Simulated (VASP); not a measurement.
A run of VASP 6.6.1 is set up as follows.

POSCAR

```
BAs
1.0
    0.0000000000      2.4199312360      2.4199312360
    2.4199312360      0.0000000000      2.4199312360
    2.4199312360      2.4199312360      0.0000000000
As B
1 1
Direct
    0.7500000000      0.7500000000      0.7500000000
    0.0000000000      0.0000000000      0.0000000000
```

INCAR.step1

```
PREC = Accurate
ENCUT = 520
EDIFF = 1E-5
ISMEAR = -1
SIGMA = 0.05
LREAL = False
LASPH = True
NELM = 80
ALGO = Normal
ISIF = 2
LWAVE = True
LCHARG = False
NBANDS = 11
GGA = PE
```

File INCAR.step2:

```
PREC = Accurate
ENCUT = 520
EDIFF = 1E-6
ISMEAR = -1
SIGMA = 0.05
LREAL = False
LASPH = True
NELM = 80
ALGO = Normal
ISIF = 2
LWAVE = False
LCHARG = False
GGA = PS
LHFCALC = True
AEXX = 0.25
HFSCREEN = 0.207
PRECFOCK = Normal
NBANDS = 11
ISTART = 1
```

File KPOINTS:

```
regular mesh
0
Gamma
  5 5 5
```

Potentials or basis: VASP PAW PBE potentials, release 64 (As, B).

The run is started by

```console
$ cat potpaw_PBE.64/As/POTCAR potpaw_PBE.64/B/POTCAR > POTCAR
$ cp INCAR.step1 INCAR
$ mpirun -np 1 vasp_std > vasp.out
$ cp INCAR.step2 INCAR
$ mpirun -np 1 vasp_std > vasp.out
```

**Question.** Estimate the band gap on the k mesh.

**Answer.** 1.82 eV, indirect (least direct gap 4.05 eV).

**Question.** Predict the pressure.

**Answer.** -7.7 GPa.

Caveat: the k points lie up to 0.45 Å⁻¹ apart; the PAW data sets were made with another functional, which shifts forces and pressure a little. A k mesh can miss the band edges.
